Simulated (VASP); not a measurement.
# Cd: single point with PBE

Crystal: Cd.

```
Cd
1.0
     2.97887    0.00000    0.00000
    -1.48944    2.57978    0.00000
     0.00000    0.00000    5.61765
Cd
2
Direct
  0.66667 0.33333 0.75000
  0.33333 0.66667 0.25000
```

```
Program                : VASP 6.6.1
Task                   : single point
Functional             : PBE
Potentials or basis    : VASP PAW PBE potentials, release 64 (Cd)
Cutoff                 : 520 eV
k mesh                 : 6 × 6 × 3
Occupations            : fermi-dirac, width 0.05 eV
Spin                   : no spin polarisation
Dipole correction      : no
Further INCAR settings : ALGO = Normal; EDIFF = 1e-06; NBANDS = 19
```

- Pressure: 3.5 GPa
- Band gap on the k mesh: zero (band 12 reaches 3.64 eV, above the bottom of band 13 at -0.05 eV)

Levels at points of the mesh, in eV from the Fermi level:
| k point | band 9 | band 10 | band 11 | band 12 | band 13 | band 14 | band 15 | band 16 |
| --- | --- | --- | --- | --- | --- | --- | --- | --- |
| (0.00, 0.00, 0.00) | -9.19 | -8.94 | -8.94 | -3.49 | -3.49 | 10.11 | 13.99 | 14.42 |
| (0.50, 0.00, 0.00) | -8.70 | -8.67 | -2.80 | -2.30 | 1.52 | 2.59 | 2.72 | 4.80 |

Wall time 5.5 s on 1 thread of Intel(R) Xeon(R) Platinum 8488C (Sapphire Rapids), on a shared host, peak memory 0.15 GiB.

Caveat: the k points lie up to 0.41 Å⁻¹ apart.
